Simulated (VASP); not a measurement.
BaTiO3:

```
Ba Ti O
1.0
     4.00600    0.00000    0.00000
     0.00000    4.00600    0.00000
     0.00000    0.00000    4.00600
Ba Ti O
1 1 3
Direct
  0.50000 0.50000 0.50000
  0.00000 0.00000 0.00000
  0.50000 0.00000 0.00000
  0.00000 0.50000 0.00000
  0.00000 0.00000 0.50000
```

Base run:

| Item | Value |
| --- | --- |
| Program | VASP 6.6.1 |
| Functional | PBE |
| Potentials or basis | VASP PAW PBE potentials, release 64 (Ba_sv, Ti_sv, O) |
| Cutoff | 520 eV |
| k mesh | 8 × 8 × 8 |
| Occupations | gaussian, width 0.01 eV |
| Spin | no spin polarisation |

Its results: band gap on the k mesh 1.74 eV, indirect (least direct gap 1.89 eV); pressure 3.4 GPa.

**Question.** The run is repeated on the same cell with these changes: k mesh from 8 × 8 × 8 to 2 × 2 × 2; further incar settings from ALGO = Normal; EDIFF = 1e-06; NBANDS = 28 to ALGO = Normal; EDIFF = 1e-07; NBANDS = 28. What comes out?

**Answer.** Band gap on the k mesh 1.35 eV, indirect (least direct gap 1.50 eV); pressure 5.9 GPa.

Caveats: some runs use coarse meshes; spin-orbit coupling is left out, which moves the levels of the heavy elements.

A k mesh can miss the band edges.
